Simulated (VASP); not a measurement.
## P: single point with PBE

P:

```xyz
4
Lattice="1.6637 -5.0308 0.0000 1.6637 5.0308 0.0000 0.0000 0.0000 4.0303" Properties=species:S:1:pos:R:3 pbc="T T T"
P     1.6637   -3.9397    2.2810
P     1.6637    3.9397    1.7492
P     1.6637   -1.0911    0.2659
P     1.6637    1.0911    3.7644
```

```yaml
Program: VASP 6.6.1
Task: single point
Functional: PBE
Potentials_or_basis: VASP PAW PBE potentials, release 64 (P)
Cutoff: 520 eV
k_mesh: 8 × 8 × 6
Occupations: fermi-dirac, width 0.05 eV
Spin: no spin polarisation
```

```yaml
Pressure: 4.7 GPa
Largest_force: 0.061 eV/Å
Band_gap_on_the_k_mesh: zero (band 10 reaches 8.15 eV, above the bottom of band 11 at 7.83 eV)
```

Forces on the atoms (eV/Å):
```
P    0.000 -0.043  0.043
P    0.000  0.043 -0.043
P    0.000  0.043  0.043
P    0.000 -0.043 -0.043
```

Stress tensor (GPa, compression positive):
```
4.67 0.00 0.00
0.00 4.60 0.00
0.00 0.00 4.73
```

Levels at points of the mesh, in eV from the Fermi level:
```
           k point  band 6  band 7  band 8  band 9  band 10  band 11  band 12  band 13  band 14  band 15
(0.00, 0.00, 0.00)   -4.18   -3.99   -2.87   -2.79    -1.34     1.28     1.29     1.88     3.72     5.58
(0.50, 0.00, 0.00)   -4.87   -3.12   -3.12   -2.64    -2.64     0.63     0.63     1.18     1.18     3.44
(0.50, 0.50, 0.00)   -5.07   -4.54   -2.16   -2.04    -0.62     0.36     0.78     2.58     3.37     5.83
(0.00, 0.00, 0.50)   -5.39   -3.07   -3.07   -0.66    -0.66     1.46     1.46     1.91     1.91     5.62
(0.50, 0.00, 0.50)   -6.19   -5.89   -5.89   -2.23    -2.23     1.54     1.54     5.31     5.31     6.48
(0.50, 0.50, 0.50)   -3.18   -2.38   -2.38   -1.07    -1.07     1.23     1.23     2.58     2.58     2.89
```

Wall time 41 s on 1 thread of Intel(R) Xeon(R) 6975P-C (Granite Rapids) (shared host), peak memory 0.23 GiB.
